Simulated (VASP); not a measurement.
# KF (Fm-3m) in VASP: a series of runs

The runs below take KF through single point, with LDA, r2SCAN+rVV10.

All numbers are computed with VASP 6.6.1; they aren't measurements. Logs are shortened: lines on timing, memory, paths and dates and some standing lists are left out, and cuts for length are marked.

**1. The cell of the first run**

It takes space group Fm-3m (No. 225, cubic). Conventional cell: a = 5.344 Å, b = 5.344 Å, c = 5.344 Å, α = 90.00°, β = 90.00°, γ = 90.00°. Within 3.5 Å of K (site symmetry m-3m) lie 6 F at 2.67 Å. F (site symmetry m-3m) has 6 K at 2.67 Å within 3.5 Å.

**2. Single point, LDA**

Contents of INCAR:

```
PREC     = Accurate       # precision mode
ENCUT    = 520            # plane-wave cutoff, eV
EDIFF    = 1E-7           # SCF threshold, eV
ISMEAR   = 0              # smearing method
SIGMA    = 0.05           # smearing width, eV
LREAL    = F              # projectors in reciprocal space
LASPH    = T              # aspherical terms in the spheres
NELM     = 100            # most SCF steps
ALGO     = Normal         # electronic algorithm
ISIF     = 2              # what is computed and relaxed
LWAVE    = F              # write WAVECAR
LCHARG   = F              # write CHGCAR
NBANDS   = 15             # bands
```

Contents of KPOINTS:

```
regular mesh
0
Gamma
  9 9 9
```

Contents of POSCAR:

```
KF
1.0
    3.7785665100      0.0000000000      0.0000000000
    1.8892832550      3.2723345875      0.0000000000
    1.8892832550      1.0907781958      3.0851866362
K F
1 1
Direct
    0.0000000000      0.0000000000      0.0000000000
    0.5000000000      0.5000000000      0.5000000000
```

Potentials or basis: VASP PAW LDA potentials, release 64 (K_sv, F).

Command:

```sh
$ cat potpaw_LDA.64/K_sv/POTCAR potpaw_LDA.64/F/POTCAR > POTCAR
$ mpirun -np 1 vasp_std > vasp.out
```

OUTCAR:

```text
PREC = Accurate
   ENCUT = 520
   EDIFF = 1E-7
   ISMEAR = 0
   LREAL = F
   LASPH = T
   NELM = 100
   ISIF = 2

 ion  position               nearest neighbor table
   1  0.000  0.000  0.000-   2 2.67   2 2.67   2 2.67   2 2.67   2 2.67   2 2.67
   2  0.500  0.500  0.500-   1 2.67   1 2.67   1 2.67   1 2.67   1 2.67   1 2.67

  LATTYP: Found a face centered cubic cell.
 ALAT       =     5.3437000047

  Lattice vectors:

 A1 = (   3.7785665100,   0.0000000000,   0.0000000000)
 A2 = (   1.8892832550,   3.2723345875,   0.0000000000)
 A3 = (   1.8892832550,   1.0907781958,   3.0851866362)

Analysis of symmetry for initial positions (statically):
=====================================================================
 Subroutine PRICEL returns:
 Original cell was already a primitive cell.

 Routine SETGRP: Setting up the symmetry group for a
 face centered cubic supercell.

 Subroutine GETGRP returns: Found 48 space group operations
 (whereof 48 operations were pure point group operations)
 out of a pool of 48 trial point group operations.

The static configuration has the point symmetry O_h .

Analysis of symmetry for dynamics (positions and initial velocities):
=====================================================================
 Subroutine PRICEL returns:
 Original cell was already a primitive cell.

 Routine SETGRP: Setting up the symmetry group for a
 face centered cubic supercell.

 Subroutine GETGRP returns: Found 48 space group operations
 (whereof 48 operations were pure point group operations)
 out of a pool of 48 trial point group operations.

The dynamic configuration has the point symmetry O_h .

 Subroutine INISYM returns: Found 48 space group operations
 (whereof 48 operations are pure point group operations),
 and found     1 'primitive' translations

----------------------------------------------------------------------------------------

                                     Primitive cell

  volume of cell :      38.1475

  direct lattice vectors                    reciprocal lattice vectors
     3.778566510  0.000000000  0.000000000     0.264650628 -0.152796111 -0.108043166
     1.889283255  3.272334588  0.000000000     0.000000000  0.305592223 -0.108043166
     1.889283255  1.090778196  3.085186636     0.000000000  0.000000000  0.324129499

  length of vectors
     3.778566510  3.778566510  3.778566510     0.324129499  0.324129499  0.324129499

  position of ions in fractional coordinates (direct lattice)
     0.000000000  0.000000000  0.000000000
     0.500000000  0.500000000  0.500000000

  ion indices of the primitive-cell ions
   primitive index   ion index
                 1           1
                 2           2

----------------------------------------------------------------------------------------

 KPOINTS: regular mesh

Automatic generation of k-mesh.
 Grid dimensions read from file:
 generate k-points for:    9    9    9

 Generating k-lattice:

  Cartesian coordinates                     Fractional coordinates (reciprocal lattice)
     0.029405625 -0.016977346 -0.012004796     0.111111111 -0.000000000 -0.000000000
     0.000000000  0.033954691 -0.012004796     0.000000000  0.111111111  0.000000000
     0.000000000  0.000000000  0.036014389     0.000000000  0.000000000  0.111111111

  Length of vectors
     0.036014389  0.036014389  0.036014389

  Shift w.r.t. Gamma in fractional coordinates (k-lattice)
     0.000000000  0.000000000  0.000000000

 Subroutine IBZKPT returns following result:
 ===========================================

 Found     35 irreducible k-points:

 Following reciprocal coordinates:
            Coordinates               Weight
  0.000000  0.000000  0.000000      1.000000
  0.111111  0.000000  0.000000      8.000000
  0.222222 -0.000000 -0.000000      8.000000
  0.333333  0.000000  0.000000      8.000000
  0.444444 -0.000000 -0.000000      8.000000
  0.111111  0.111111  0.000000      6.000000
[... 16 lines left out ...]
 -0.333333  0.333333 -0.000000     12.000000
  0.444444  0.444444  0.000000      6.000000
 [... further k-points ...]
   k-points           NKPTS =     35   k-points in BZ     NKDIM =     35   number of bands    NBANDS=     15
   number of dos      NEDOS =    301   number of ions     NIONS =      2
   total plane-waves  NPLWV =  21952
   dimension x,y,z NGX =    28 NGY =   28 NGZ =   28
   dimension x,y,z NGXF=    56 NGYF=   56 NGZF=   56
   ions per type =               1   1
   NGX,Y,Z   is equivalent  to a cutoff of  12.32, 12.32, 12.32 a.u.
   NGXF,Y,Z  is equivalent  to a cutoff of  24.64, 24.64, 24.64 a.u.
 SYSTEM =  unknown system
   PREC   = accura    normal or accurate (medium, high low for compatibility)
   ISTART =      0    job   : 0-new  1-cont  2-samecut
   ICHARG =      2    charge: 1-file 2-atom 10-const
   ISPIN  =      1    spin polarized calculation?
   LNONCOLLINEAR =      F non collinear calculations
   LSORBIT =      F    spin-orbit coupling
   LASPH  =      T    aspherical Exc in radial PAW
   ENCUT  =  520.0 eV  38.22 Ry    6.18 a.u.   7.03  7.03  7.03*2*pi/ulx,y,z
   NELM   =    100;   NELMIN=  2; NELMDL= -5     # of ELM steps
   EDIFF  = 0.1E-06   stopping-criterion for ELM
   LREAL  =      F    real-space projection
   EDIFFG = 0.1E-05   stopping-criterion for IOM
   NSW    =      0    number of steps for IOM
   IBRION =     -1    ionic relax: 0-MD 1-quasi-New 2-CG
   NFREE  =      0    steps in history (QN), initial steepest desc. (CG)
   ISIF   =      2    stress and relaxation
   ISYM   =      2    0-nonsym 1-usesym 2-fastsym
   POTIM  = 0.5000    time-step for ionic-motion
   TEBEG  =    0.0;   TEEND  =   0.0 temperature during run
   PSTRESS=    0.0 pullay stress
   NELECT =      16.0000    total number of electrons
   NUPDOWN=      -1.0000    fix difference up-down
   EMIN   =  10.00;   EMAX   =-10.00  energy-range for DOS
   EFERMI =   0.00;   METHOD = LEGACY
   ISMEAR =     0;   SIGMA  =   0.05  broadening in eV -4-tet -1-fermi 0-gaus
   EFERMI_NEDOS =   21; number of points for ismear=-14 and -15
   IALGO  =     38    algorithm
   IMIX   =      4    mixing-type and parameters
     AMIX     =   0.40;   BMIX     =  1.00
     AMIX_MAG =   1.60;   BMIX_MAG =  1.00
  volume/ion in A,a.u.               =      19.07       128.72
  Fermi-wavevector in a.u.,A,eV,Ry     =   1.225442  2.315750 20.431978  1.501708
  Thomas-Fermi vector in A             =   2.360480
   LORBIT       =      0    0 simple, 1 ext, 2 COOP (PROOUT), +10 PAW based schemes
   GGA     = CA    functional components
   LHFCALC =     F    Hartree Fock is set to
   AEXX    =    0.0000 exact exchange contribution
   IVDW    =     0    specifies the selected vdW correction
   LEPSILON=     F    determine dielectric tensor
   LRPA    =     F    only Hartree local field effects (RPA)
 non-spin polarized calculation
 Gauss-broadening in eV      SIGMA  =   0.05
  energy-cutoff  :      520.00
  volume of cell :       38.15
 maximum number of plane-waves:      1037
   NGX = 13   NGY = 13   NGZ = 13

 number of electron      16.0000002 magnetization

 Free energy of the ion-electron system (eV)
  ---------------------------------------------------
  ext. energy  EPLUGINS =         0.00000000
  ---------------------------------------------------
  free energy    TOTEN  =        -9.03423185 eV

  energy without entropy =       -9.03423185  energy(sigma->0) =       -9.03423185

 E-fermi :  -3.0047     XC(G=0):  -9.1220

 val. band max:       -3.2318108546   @ k =   0.0000   0.0000   0.0000
 cond. band min:       2.5597927170   @ k =   0.0000   0.0000   0.0000
 fundamental gap:      5.7916035716
 Fermi energy:        -3.0046638665

 k-point     1 :       0.0000    0.0000    0.0000
  band No.  band energies     occupation
      1     -28.8636      2.00000
      2     -21.4478      2.00000
      3     -12.3359      2.00000
      4     -12.3359      2.00000
      5     -12.3359      2.00000
      6      -3.2318      2.00000
      7      -3.2318      2.00000
      8      -3.2318      2.00000
      9       2.5598      0.00000
     10       7.2822      0.00000
     11       7.2822      0.00000
     12       7.2822      0.00000
     13       9.0152      0.00000
     14       9.0152      0.00000
     15      13.1430      0.00000

 k-point     2 :       0.1111    0.0000    0.0000
  band No.  band energies     occupation
      1     -28.8516      2.00000
      2     -21.4598      2.00000
      3     -12.3708      2.00000
      4     -12.3406      2.00000
      5     -12.3406      2.00000
      6      -3.3543      2.00000
      7      -3.2762      2.00000
      8      -3.2762      2.00000
      9       2.9129      0.00000
     10       7.0484      0.00000
     11       7.4548      0.00000
     12       7.4548      0.00000
     13       9.1317      0.00000
     14       9.1317      0.00000
     15      13.7965      0.00000

 k-point     3 :       0.2222   -0.0000   -0.0000
  band No.  band energies     occupation
      1     -28.8208      2.00000
      2     -21.4886      2.00000
      3     -12.4584      2.00000
      4     -12.3522      2.00000
      5     -12.3522      2.00000
      6      -3.6287      2.00000
      7      -3.3865      2.00000
      8      -3.3865      2.00000
      9       3.8220      0.00000
     10       6.6699      0.00000
     11       7.9052      0.00000
     12       7.9052      0.00000
     13       9.4900      0.00000
     14       9.4900      0.00000
     15      15.0383      0.00000
[... 343 lines left out ...]
 k-point    23 :      -0.3333    0.3333   -0.0000
  band No.  band energies     occupation
      1     -28.7395      2.00000
      2     -21.5079      2.00000
      3     -12.7671      2.00000
      4     -12.5854      2.00000
      5     -12.4540      2.00000
      6      -3.7326      2.00000
      7      -3.5059      2.00000
      8      -3.4151      2.00000
      9       5.7624      0.00000
     10       6.7975      0.00000
     11       8.0118      0.00000
     12       9.9633      0.00000
     13      10.2538      0.00000
     14      11.0608      0.00000
     15      13.1799      0.00000

 k-point    24 :       0.4444    0.4444    0.0000
  band No.  band energies     occupation
      1     -28.7397      2.00000
      2     -21.4697      2.00000
      3     -12.9117      2.00000
      4     -12.5580      2.00000
      5     -12.5580      2.00000
      6      -3.4830      2.00000
      7      -3.2880      2.00000
      8      -3.2880      2.00000
      9       4.7198      0.00000
     10       6.6213      0.00000
     11       8.3177      0.00000
     12      10.3012      0.00000
     13      10.8343      0.00000
     14      10.8343      0.00000
     15      12.6894      0.00000

 [... further k-points ...]
[... 5 lines left out ...]
  --------------------------------------------------------------------------------------
  -------------------------------------------------------------------------------------
  Total       -0.8104233     -0.8104233     -0.8104233     -0.0000000      0.0000000      0.0000000
  in kB      -34.0373937    -34.0373937    -34.0373937     -0.0000000      0.0000000      0.0000000
  external PRESSURE =     -34.0373937 kB  Pullay stress =       0.0000000 kB

 VOLUME and BASIS-vectors are now :
 -----------------------------------------------------------------------------
  energy-cutoff  :      520.00
  volume of cell :       38.15
      direct lattice vectors                 reciprocal lattice vectors
     3.778566510  0.000000000  0.000000000     0.264650628 -0.152796111 -0.108043166
     1.889283255  3.272334588  0.000000000     0.000000000  0.305592223 -0.108043166
     1.889283255  1.090778196  3.085186636     0.000000000  0.000000000  0.324129499

 POSITION                                       TOTAL-FORCE (eV/Angst)
 -----------------------------------------------------------------------------------
      0.00000      0.00000      0.00000        -0.000000      0.000000      0.000000
      3.77857      2.18156      1.54259         0.000000     -0.000000      0.000000
 -----------------------------------------------------------------------------------
    total drift:                                0.000000      0.000000      0.000000

  FREE ENERGIE OF THE ION-ELECTRON SYSTEM (eV)
  ---------------------------------------------------
  free  energy   TOTEN  =        -9.0342318545 eV

  energy  without entropy=       -9.0342318545  energy(sigma->0) =       -9.03423185
```

Wall time 20 s (1 thread of Intel Xeon Platinum 8259CL at 2.50GHz (Skylake/Cascade Lake), shared host); peak memory 0.15 GiB.

Results:

| Item | Value |
| --- | --- |
| Free energy | -9.0342 eV |
| Pressure | -3.4 GPa |
| Band gap on the k mesh | 5.79 eV |

Caveat: the cell stands under tension; an odd mesh through Γ misses points on the zone boundary, where band edges can lie.

**3. Single point, r2SCAN+rVV10**

Contents of POSCAR:

```
KF
1.0
    0.0000000000      2.6718500000      2.6718500000
    2.6718500000      0.0000000000      2.6718500000
    2.6718500000      2.6718500000      0.0000000000
K F
1 1
Direct
    0.0000000000      0.0000000000      0.0000000000
    0.5000000000      0.5000000000      0.5000000000
```

Contents of INCAR.step1:

```
PREC     = Accurate       # precision mode
ENCUT    = 520            # plane-wave cutoff, eV
ISMEAR   = 0              # smearing method
SIGMA    = 0.05           # smearing width, eV
LREAL    = F              # projectors in reciprocal space
LASPH    = T              # aspherical terms in the spheres
NELM     = 60             # most SCF steps
NBANDS   = 15             # bands
GGA      = PE             # functional
ALGO     = Normal         # electronic algorithm
EDIFF    = 1E-4           # SCF threshold, eV
LWAVE    = T              # write WAVECAR
LCHARG   = F              # write CHGCAR
```

Contents of INCAR.step2:

```
PREC     = Accurate       # precision mode
ENCUT    = 520            # plane-wave cutoff, eV
EDIFF    = 1E-6           # SCF threshold, eV
ISMEAR   = 0              # smearing method
SIGMA    = 0.05           # smearing width, eV
LREAL    = F              # projectors in reciprocal space
LASPH    = T              # aspherical terms in the spheres
NELM     = 60             # most SCF steps
ALGO     = Normal         # electronic algorithm
ISIF     = 2              # what is computed and relaxed
LWAVE    = F              # write WAVECAR
LCHARG   = F              # write CHGCAR
METAGGA  = R2SCAN         # meta-GGA
LMIXTAU  = T            
LUSE_VDW = T            
IVDW_NL  = 2            
BPARAM   = 11.95        
CPARAM   = 0.0093       
NBANDS   = 15             # bands
ISTART   = 1
```

KPOINTS is that of step 2.

Potentials or basis: VASP PAW PBE potentials, release 64 (K_sv, F).

Command:

```sh
$ cat potpaw_PBE.64/K_sv/POTCAR potpaw_PBE.64/F/POTCAR > POTCAR
$ cp INCAR.step1 INCAR
$ mpirun -np 1 vasp_std > vasp.out
$ cp INCAR.step2 INCAR
$ mpirun -np 1 vasp_std > vasp.out
```

Run time: 2.2 min. Hardware: 1 thread of Intel Xeon Platinum 8259CL at 2.50GHz (Skylake/Cascade Lake), shared host; peak memory 0.27 GiB.

It converged, with:

* Free energy: -14.4359 eV
* Pressure: -1.3 GPa
* Band gap on the k mesh: 6.72 eV

Levels at points of the mesh, in eV from the valence-band top:
```tsv
k point	band 6	band 7	band 8	band 9	band 10	band 11
(0.00, 0.00, 0.00)	0.00	0.00	0.00	6.72	11.42	11.42
```

Caveat: the PAW data sets were made with another functional, which shifts forces and pressure a little; an odd mesh through Γ misses points on the zone boundary, where band edges can lie.

**4. Single point, LDA**

Contents of INCAR:

```
PREC     = Accurate       # precision mode
ENCUT    = 520            # plane-wave cutoff, eV
EDIFF    = 1E-6           # SCF threshold, eV
ISMEAR   = -1             # smearing method
SIGMA    = 0.05           # smearing width, eV
LREAL    = F              # projectors in reciprocal space
LASPH    = T              # aspherical terms in the spheres
NELM     = 80             # most SCF steps
ALGO     = Normal         # electronic algorithm
ISIF     = 2              # what is computed and relaxed
LWAVE    = F              # write WAVECAR
LCHARG   = F              # write CHGCAR
GGA      = CA             # functional
NBANDS   = 15             # bands
```

Contents of KPOINTS:

```
regular mesh
0
Gamma
  11 11 11
```

POSCAR is that of step 3.

Potentials or basis: VASP PAW LDA potentials, release 64 (K_sv, F).

Command:

```sh
$ cat potpaw_LDA.64/K_sv/POTCAR potpaw_LDA.64/F/POTCAR > POTCAR
$ mpirun -np 1 vasp_std > vasp.out
```

Wall time 36 s (1 thread of Intel Xeon 8259CL, shared host); peak memory 0.16 GiB.

It converged, with:

```yaml
Free_energy: -9.0342 eV
Pressure: -3.4 GPa
Band_gap_on_the_k_mesh: 5.79 eV
```

Levels at points of the mesh, in eV from the valence-band top:
```tsv
k point	band 5	band 6	band 7	band 8	band 9	band 10	band 11	band 12
(0.00, 0.00, 0.00)	-9.10	0.00	0.00	0.00	5.79	10.51	10.51	10.51
```

Caveat: the cell stands under tension; an odd mesh through Γ misses points on the zone boundary, where band edges can lie.

**5. Summary**

| level | potentials or basis | k mesh | smearing | gap on the mesh (eV) | pressure (GPa) |
| --- | --- | --- | --- | --- | --- |
| LDA | VASP PAW LDA potentials, release 64 (K_sv, F) | 9 × 9 × 9 | gaussian 0.05 eV | 5.79 | -3.4 |
| r2SCAN+rVV10 | VASP PAW PBE potentials, release 64 (K_sv, F) | 9 × 9 × 9 | gaussian 0.05 eV | 6.72 | -1.3 |
| LDA | VASP PAW LDA potentials, release 64 (K_sv, F) | 11 × 11 × 11 | fermi-dirac 0.05 eV | 5.79 | -3.4 |

Alike in all rows: task single point; no spin polarisation; cell a = 3.779 Å, angles 60.0°, 2 atoms; cutoff (eV) 520.

Caveats: an odd mesh through Γ misses points on the zone boundary, where band edges can lie; the cell stands under tension (at least some runs); the PAW data sets were made with another functional, which shifts forces and pressure a little (at least some runs).

Absolute energies hang on the potentials; compare differences alone.
